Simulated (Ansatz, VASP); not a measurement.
# One calculation of PbI2, two programs

```xyz
3
Lattice="4.5641 0.0000 0.0000 -2.2820 3.9526 0.0000 0.0000 0.0000 7.0475" Properties=species:S:1:pos:R:3 pbc="T T T"
Pb    0.0000    0.0000    0.0000
I     0.0000    2.6351    1.8796
I     2.2820    1.3175    5.1679
```

Alike in both runs: task single point; functional PBE-based global hybrid with a share of 0.05 of exact exchange; k mesh 6 × 6 × 2; no spin polarisation.

```csv
,VASP,Ansatz
version,VASP 6.6.1,Ansatz 0.2.0
potentials or method,"VASP PAW PBE potentials, release 64 (Pb_d, I)",plane waves
plane-wave cutoff (eV),400,420
occupations,"gaussian, width 0.01 eV",fixed
valence electrons in the cell,28,48
```

|  | VASP | Ansatz | Ansatz less VASP |
| --- | --- | --- | --- |
| gap on the k mesh at the Fermi level (eV) | 2.49 | 2.49 | -0.001 |
| pressure (GPa) | 1.1 | 1.1 | +0.05 |
| rms of the force components (eV/Å) | 0.010 | 0.009 | -0.0004 |

VASP's potentials were made for PBE, not for PBE-based global hybrid. Atom by atom the forces differ by 0.000 eV/Å (rms over components). VASP's potentials hold 28 valence electrons a cell and Ansatz's 48, so a difference there can come from the potentials and not from the codes. Ansatz's warnings: stress exchange threshold loose, stress scf threshold loose.

The k mesh is coarse, so the values compare programs but aren't converged. Spin-orbit coupling is off throughout.
